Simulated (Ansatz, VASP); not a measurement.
**SiNi: VASP beside Ansatz**

The input INCAR:

```
SYSTEM = SiNi
PREC = Accurate
ENCUT = 690
EDIFF = 1E-6
ISMEAR = -1
SIGMA = 0.05
LREAL = .FALSE.
LASPH = .TRUE.
NELM = 200
ALGO = Normal
ISIF = 2
LWAVE = .FALSE.
LCHARG = .TRUE.
ISPIN = 2
MAGMOM = 1 1 1 1 0 0 0 0
LORBIT = 11
LMAXMIX = 4
LDAU = .TRUE.
LDAUTYPE = 2
LDAUL = 2 -1
LDAUU = 5 0
LDAUJ = 0 0
LDAUPRINT = 1
GGA = PS
LELF = .TRUE.
LVHAR = .TRUE.
NBANDS = 58
GGA_COMPAT = .FALSE.
```

The input KPOINTS:

```
Automatic mesh
0
G
  6 6 6
  0 0 0
```

POSCAR

```
SiNi
1.0
    4.5036940000      0.0000000000      0.0000000000
    0.0000000000      4.5036940000      0.0000000000
    0.0000000000      0.0000000000      4.5036940000
Ni Si
4 4
Direct
    0.1495040000      0.1495040000      0.1495040000
    0.6495040000      0.3504960000      0.8504960000
    0.8504960000      0.6495040000      0.3504960000
    0.3504960000      0.8504960000      0.6495040000
    0.8468300000      0.8468300000      0.8468300000
    0.3468300000      0.6531700000      0.1531700000
    0.1531700000      0.3468300000      0.6531700000
    0.6531700000      0.1531700000      0.3468300000
```

The input input.yaml:

```yaml
crystal:
  lattice:
    - [4.503694, 0.0, 0.0]
    - [0.0, 4.503694, 0.0]
    - [0.0, 0.0, 4.503694]
  atoms:
    - { symbol: Ni, position: [0.149504, 0.149504, 0.149504], spin: 1.0 }
    - { symbol: Ni, position: [0.649504, 0.350496, 0.850496], spin: 1.0 }
    - { symbol: Ni, position: [0.850496, 0.649504, 0.350496], spin: 1.0 }
    - { symbol: Ni, position: [0.350496, 0.850496, 0.649504], spin: 1.0 }
    - { symbol: Si, position: [0.84683, 0.84683, 0.84683] }
    - { symbol: Si, position: [0.34683, 0.65317, 0.15317] }
    - { symbol: Si, position: [0.15317, 0.34683, 0.65317] }
    - { symbol: Si, position: [0.65317, 0.15317, 0.34683] }
hamiltonian:
  xc: pbesol
  pseudopotentials: { kind: paw }
  hubbard: { sites: [{ species: Ni, l: d, u_eff: 5.0 }] }
magnetization:
  spin_polarized: true
kpoints:
  mp_grid: { grid: [6, 6, 6] }
  band_path:
    path:
      - [[0.0, 0.0, 0.0], [0.0, 0.5, 0.0], [0.5, 0.5, 0.0], [0.0, 0.0, 0.0], [0.5, 0.5, 0.5], [0.0, 0.5, 0.0]]
      - [[0.5, 0.5, 0.0], [0.5, 0.5, 0.5]]
    npoints: 10
scf:
  occupations: { method: fermi_dirac, width: 0.05 }
  n_extra_bands: 20
output:
  forces: true
  stress: true
  eigenvalues: true
  fatbands: false
  write_density: true
  write_potential: true
  elf: true
  volumetric_format: npy
```

Alike in both runs: functional PBEsol; k mesh 6 × 6 × 6; occupations fermi-dirac, width 0.05 eV; collinear spin; Hubbard terms Ni d U = 5.0 eV.

|  | VASP | Ansatz |
| --- | --- | --- |
| version | VASP 6.6.1 | Ansatz 0.2.0 |
| potentials or method | VASP PAW PBE potentials, release 64 (Ni_sv_GW, Si) | Ansatz PAW |
| plane-wave cutoff (eV) | 690 | 420 |
| valence electrons in the cell | 88 | 88 |
| task | single point | band structure |

Ansatz gave:

| Property | Result |
| --- | --- |
| gap on the k mesh at the Fermi level (eV) | none |
| pressure (GPa) | -5.7 |
| rms of the force components (eV/Å) | 0.047 |
| net moment per atom (μB) | 0.00 |

Question: Estimate VASP's values.

Answer: gap on the k mesh at the Fermi level (eV): none; pressure (GPa): -7.5; rms of the force components (eV/Å): 0.047; net moment per atom (μB): 0.00.

VASP's potentials were made for PBE, not for PBEsol. The programs project onto different local orbitals, so the same U acts differently, and such runs can settle in different states. Atom by atom the forces differ by 0.020 eV/Å (rms over components). A gap of «none» marks a metal or a gap that the smearing closes.

Noted on Ansatz's run: the magnetic or orbital state may not be the lowest.
